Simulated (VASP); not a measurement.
# Si4O7 (a cell with a defect) in VASP: a series of runs, part 2 of 2

VASP 6.6.1. The steps go on from the part before.

## Step 4: Single point, PBE

Contents of INCAR:

```
SYSTEM = Si4O7
PREC = Accurate
ENCUT = 520
EDIFF = 1E-6
ISMEAR = 0
SIGMA = 0.05
LREAL = .FALSE.
LASPH = .TRUE.
NELM = 60
ALGO = Normal
ISIF = 2
LWAVE = .FALSE.
LCHARG = .FALSE.
GGA = PE
NBANDS = 40
```

Contents of KPOINTS:

```
regular mesh
0
G
  4 4 4
  0 0 0
```

Contents of POSCAR:

```
Si4O7
1.0
    5.0799801732      0.0000000000      0.0000000000
    0.0000000000      5.0799801732      0.0000000000
    0.0000000000      0.0000000000      7.0914769300
Si O
4 7
Direct
    0.2944292339      0.2944292339      0.0000000000
    0.2055707661      0.7944292339      0.2500000000
    0.7055707661      0.7055707661      0.5000000000
    0.7944292339      0.2055707661      0.7500000000
    0.4053663613      0.7409644515      0.4248320116
    0.7590355485      0.9053663613      0.6748320116
    0.5946336387      0.2590355485      0.9248320116
    0.7409644515      0.4053663613      0.5751679884
    1.3800577504      1.0014515366      0.1125231739
    0.2590355485      0.5946336387      0.0751679884
    0.0946336387      0.2409644515      0.8251679884
```

Potentials or basis: VASP PAW PBE potentials, release 64 (Si, O).

Launch:

```console
$ cat potpaw_PBE.64/Si/POTCAR potpaw_PBE.64/O/POTCAR > POTCAR
$ mpirun -np 1 vasp_std > vasp.out
```

OUTCAR:

```text
SYSTEM = Si4O7
   PREC = Accurate
   ENCUT = 520
   EDIFF = 1E-6
   ISMEAR = 0
   LREAL = .FALSE.
   LASPH = .TRUE.
   NELM = 60
   ISIF = 2
   GGA = PE

 ion  position               nearest neighbor table
   1  0.294  0.294  0.000-  11 1.63  10 1.63   7 1.63   9 1.74   2 3.13   4 3.13   2 3.13   4 3.13

   2  0.206  0.794  0.250-   5 1.63  10 1.63   9 1.69   3 3.13   1 3.13   1 3.13   3 3.13
   3  0.706  0.706  0.500-   6 1.63   5 1.63   8 1.63   4 3.13   2 3.13   4 3.13   2 3.13
   4  0.794  0.206  0.750-   7 1.63   8 1.63   6 1.63  11 1.63   1 3.13   3 3.13   3 3.13   1 3.13

[... 1261 lines left out ...]

 VOLUME and BASIS-vectors are now :
 -----------------------------------------------------------------------------
  energy-cutoff  :      520.00
  volume of cell :      183.00
      direct lattice vectors                 reciprocal lattice vectors
     5.079980173  0.000000000  0.000000000     0.196851162  0.000000000  0.000000000
     0.000000000  5.079980173  0.000000000     0.000000000  0.196851162  0.000000000
     0.000000000  0.000000000  7.091476930     0.000000000  0.000000000  0.141014349

 POSITION                                       TOTAL-FORCE (eV/Angst)
 -----------------------------------------------------------------------------------
      1.49569      1.49569      0.00000         1.805897     -2.185341     -0.130639
      1.04430      4.03568      1.77287        -0.667508      0.647348     -0.012777
      3.58429      3.58429      3.54574         1.303300      0.383105     -0.609254
      4.03568      1.04430      5.31861        -0.423777      0.235437      0.927174
      2.05925      3.76408      3.01269         0.597035     -0.378561      0.721042
      3.85589      4.59924      4.78556         0.046876     -0.107967     -0.176387
      3.02073      1.31590      6.55842         1.866486      1.730612     -2.187791
      3.76408      2.05925      4.07879         0.090235      0.154066     -0.576945
      1.93069      0.00737      0.79796        -3.396555      3.369040      2.017951
      1.31590      3.02073      0.53305        -1.015795     -3.843815     -0.154019
      0.48074      1.22409      5.85166        -0.206193     -0.003925      0.181645
 -----------------------------------------------------------------------------------
    total drift:                                0.000057     -0.000664      0.000277

  FREE ENERGIE OF THE ION-ELECTRON SYSTEM (eV)
  ---------------------------------------------------
  free  energy   TOTEN  =       -81.5573333069 eV

  energy  without entropy=      -81.5573333069  energy(sigma->0) =      -81.55733331
```

stdout:

```text
POSCAR found type information on POSCAR SiO
 POSCAR found :  2 types and      11 ions
 scaLAPACK will be used
 LDA part: xc-table for (Slater+PW92), standard interpolation
 POSCAR, INCAR and KPOINTS ok, starting setup
 FFT: planning ... GRIDC
 FFT: planning ... GRID_SOFT
 FFT: planning ... GRID
 WAVECAR not read
 entering main loop
```

Run time: 2.3 min. Hardware: 1 thread of AMD EPYC 9R45 (Zen 5), shared host; peak memory 0.35 GiB.

Results:

| Property | Result |
| --- | --- |
| Free energy | -81.5573 eV |
| Pressure | 0.8 GPa |
| Largest force | 5.192 eV/Å |
| Band gap on the k mesh | 2.28 eV |

Forces in eV/Å, atoms in the order of the input:
```
Si   1.806 -2.185 -0.131
Si  -0.668  0.647 -0.013
Si   1.303  0.383 -0.609
Si  -0.424  0.235  0.927
O    0.597 -0.379  0.721
O    0.047 -0.108 -0.176
O    1.866  1.731 -2.188
O    0.090  0.154 -0.577
O   -3.397  3.369  2.018
O   -1.016 -3.844 -0.154
O   -0.206 -0.004  0.182
```

Caveat: the cell differs from its parent crystal (atoms taken out, atom 9 moved 1.125 of the way to it and -0.900 Å across, host rigid).

## Step 5: Single point, PBE

Contents of INCAR:

```
PREC = Accurate ; ENCUT = 520
EDIFF = 1E-6 ; ISMEAR = 0
SIGMA = 0.05 ; LREAL = F
LASPH = T ; NELM = 80
ALGO = Normal ; ISIF = 2
LWAVE = F ; LCHARG = F
GGA = PE ; NBANDS = 40
```

Contents of KPOINTS:

```
Automatic mesh
0
Gamma
  4 4 4
```

POSCAR: that of step 4 with these lines changed.

```diff
@@ -16,3 +16,3 @@
     0.7409644515      0.4053663613      0.5751679884
-    1.3800577504      1.0014515366      0.1125231739
+    1.1504429214      1.1202498092      0.2153824290
     0.2590355485      0.5946336387      0.0751679884
```

Potentials or basis: VASP PAW PBE potentials, release 64 (Si, O).

Launch:

```console
$ cat potpaw_PBE.64/Si/POTCAR potpaw_PBE.64/O/POTCAR > POTCAR
$ mpirun -np 1 vasp_std > vasp.out
```

OUTCAR:

```text
PREC = Accurate
   ENCUT = 520
   EDIFF = 1E-6
   ISMEAR = 0
   LREAL = F
   LASPH = T
   NELM = 80
   ISIF = 2
   GGA = PE

 ion  position               nearest neighbor table
   1  0.294  0.294  0.000-  11 1.63  10 1.63   7 1.63   9 1.91   2 3.13   4 3.13   2 3.13   4 3.13

   2  0.206  0.794  0.250-   5 1.63  10 1.63   9 1.70   3 3.13   1 3.13   1 3.13   3 3.13
   3  0.706  0.706  0.500-   6 1.63   5 1.63   8 1.63   4 3.13   2 3.13   4 3.13   2 3.13
   4  0.794  0.206  0.750-   7 1.63   8 1.63   6 1.63  11 1.63   1 3.13   3 3.13   3 3.13   1 3.13

   5  0.405  0.741  0.425-   2 1.63   3 1.63
   6  0.759  0.905  0.675-   3 1.63   4 1.63
   7  0.595  0.259  0.925-   4 1.63   1 1.63
   8  0.741  0.405  0.575-   4 1.63   3 1.63
   9  0.150  0.120  0.215-   2 1.70   1 1.91
  10  0.259  0.595  0.075-   2 1.63   1 1.63
  11  0.095  0.241  0.825-   1 1.63   4 1.63

  LATTYP: Found a simple tetragonal cell.
 ALAT       =     5.0799801732
 C/A-ratio  =     1.3959654739

[... 202 lines left out ...]
 cond. band min:       4.3952933775   @ k =   0.5000   0.0000   0.0000
 fundamental gap:      2.2692384756
 Fermi energy:         2.4126036926

 k-point     1 :       0.0000    0.0000    0.0000
  band No.  band energies     occupation
      1     -19.8339      2.00000
      2     -18.9371      2.00000
      3     -18.8038      2.00000
      4     -18.2413      2.00000
      5     -17.9901      2.00000
      6     -17.7395      2.00000
[... 1021 lines left out ...]
     39       9.5298      0.00000
     40       9.9402      0.00000

 [... further k-points ...]
[... 5 lines left out ...]
  --------------------------------------------------------------------------------------
  -------------------------------------------------------------------------------------
  Total       -4.7062954     -1.6697849     -5.0603637     -1.1560207      2.3019686      6.0116055
  in kB      -41.2030191    -14.6187547    -44.3028422    -10.1208141     20.1534427     52.6308428
  external PRESSURE =     -33.3748720 kB  Pullay stress =       0.0000000 kB

 VOLUME and BASIS-vectors are now :
 -----------------------------------------------------------------------------
  energy-cutoff  :      520.00
  volume of cell :      183.00
      direct lattice vectors                 reciprocal lattice vectors
     5.079980173  0.000000000  0.000000000     0.196851162  0.000000000  0.000000000
     0.000000000  5.079980173  0.000000000     0.000000000  0.196851162  0.000000000
     0.000000000  0.000000000  7.091476930     0.000000000  0.000000000  0.141014349

 POSITION                                       TOTAL-FORCE (eV/Angst)
 -----------------------------------------------------------------------------------
      1.49569      1.49569      0.00000        -1.684146     -0.682514      1.947421
      1.04430      4.03568      1.77287        -3.422767      0.695410      2.230572
      3.58429      3.58429      3.54574         2.643593      0.254681     -1.961368
      4.03568      1.04430      5.31861         0.137276     -0.294289     -0.821550
      2.05925      3.76408      3.01269         0.030095      0.149826     -0.279508
      3.85589      4.59924      4.78556        -0.127845      0.390820      0.747420
      3.02073      1.31590      6.55842        -0.756748     -0.223638      0.922533
      3.76408      2.05925      4.07879        -0.198861     -0.536207      0.624025
      0.76425      0.61087      1.52738         2.663400     -0.408295     -3.393999
      1.31590      3.02073      0.53305         0.357759      0.731749     -0.347062
      0.48074      1.22409      5.85166         0.358244     -0.077543      0.331516
 -----------------------------------------------------------------------------------
    total drift:                                0.000309      0.000112      0.000360

  FREE ENERGIE OF THE ION-ELECTRON SYSTEM (eV)
  ---------------------------------------------------
  free  energy   TOTEN  =       -82.5838553696 eV

  energy  without entropy=      -82.5838553696  energy(sigma->0) =      -82.58385537
```

OSZICAR:

```text
N       E                     dE             d eps       ncg     rms          rms(c)
DAV:   1     0.371380245989E+03    0.37138E+03   -0.28973E+04  2880   0.129E+03
DAV:   2    -0.601144390015E+02   -0.43149E+03   -0.42094E+03  3544   0.298E+02
DAV:   3    -0.934130557380E+02   -0.33299E+02   -0.33131E+02  3552   0.902E+01
DAV:   4    -0.938856886704E+02   -0.47263E+00   -0.47199E+00  3776   0.117E+01
DAV:   5    -0.938922370199E+02   -0.65483E-02   -0.65475E-02  3608   0.133E+00    0.261E+01
DAV:   6    -0.825748211396E+02    0.11317E+02   -0.47474E+01  3312   0.329E+01    0.125E+01
DAV:   7    -0.825942785989E+02   -0.19457E-01   -0.14965E+00  3472   0.615E+00    0.470E+00
DAV:   8    -0.825730397600E+02    0.21239E-01   -0.84255E-02  3784   0.185E+00    0.201E+00
DAV:   9    -0.825810568542E+02   -0.80171E-02   -0.41268E-02  3456   0.141E+00    0.334E-01
DAV:  10    -0.825829666893E+02   -0.19098E-02   -0.66174E-03  3592   0.498E-01    0.186E-01
DAV:  11    -0.825834701287E+02   -0.50344E-03   -0.85150E-04  3448   0.208E-01    0.111E-01
DAV:  12    -0.825838370352E+02   -0.36691E-03   -0.48819E-04  3344   0.122E-01    0.233E-02
DAV:  13    -0.825838429316E+02   -0.58965E-05   -0.39046E-05  3800   0.532E-02    0.104E-02
DAV:  14    -0.825838537075E+02   -0.10776E-04   -0.20369E-05  3432   0.285E-02    0.808E-03
DAV:  15    -0.825838551370E+02   -0.14295E-05   -0.28213E-06  3088   0.118E-02    0.421E-03
DAV:  16    -0.825838553696E+02   -0.23255E-06   -0.10529E-06  2632   0.599E-03
   1 F= -.82583855E+02 E0= -.82583855E+02  d E =-.240190E-17
```

stdout:

```text
POSCAR found type information on POSCAR SiO
 POSCAR found :  2 types and      11 ions
 scaLAPACK will be used
 LDA part: xc-table for (Slater+PW92), standard interpolation
 POSCAR, INCAR and KPOINTS ok, starting setup
 FFT: planning ... GRIDC
 FFT: planning ... GRID_SOFT
 FFT: planning ... GRID
 WAVECAR not read
 entering main loop
```

It took 2.2 min on 1 thread of AMD EPYC 9R45 (Zen 5), shared host; peak memory 0.35 GiB.

Results:

* Free energy: -82.5839 eV
* Pressure: -3.3 GPa
* Largest force: 4.334 eV/Å
* Band gap on the k mesh: 2.27 eV

Forces on the atoms (eV/Å):
```
Si  -1.684 -0.683  1.947
Si  -3.423  0.695  2.231
Si   2.644  0.255 -1.961
Si   0.137 -0.294 -0.822
O    0.030  0.150 -0.280
O   -0.128  0.391  0.747
O   -0.757 -0.224  0.923
O   -0.199 -0.536  0.624
O    2.663 -0.408 -3.394
O    0.358  0.732 -0.347
O    0.358 -0.078  0.332
```

Caveat: the cell differs from its parent crystal (atoms taken out, atom 9 moved 0.875 of the way to it and +0.450 Å across, host rigid).

## Step 6: The runs side by side

| cell | gap on the mesh (eV) | pressure (GPa) | largest force (eV/Å) |
| --- | --- | --- | --- |
| as given, atomic positions A | 2.64 | 5.8 | 19.71 |
| as given, atomic positions B | 2.60 | -0.6 | 2.75 |
| as given, atomic positions C | 2.28 | 0.8 | 5.19 |
| as given, atomic positions D | 2.27 | -3.3 | 4.33 |

Alike in all rows: task single point; level PBE; potentials or basis VASP PAW PBE potentials, release 64 (Si, O); no spin polarisation; k mesh 4 × 4 × 4; cutoff (eV) 520; smearing gaussian 0.05 eV.

Total energies depend on the potentials used, so only differences within one code and one set of settings carry meaning.
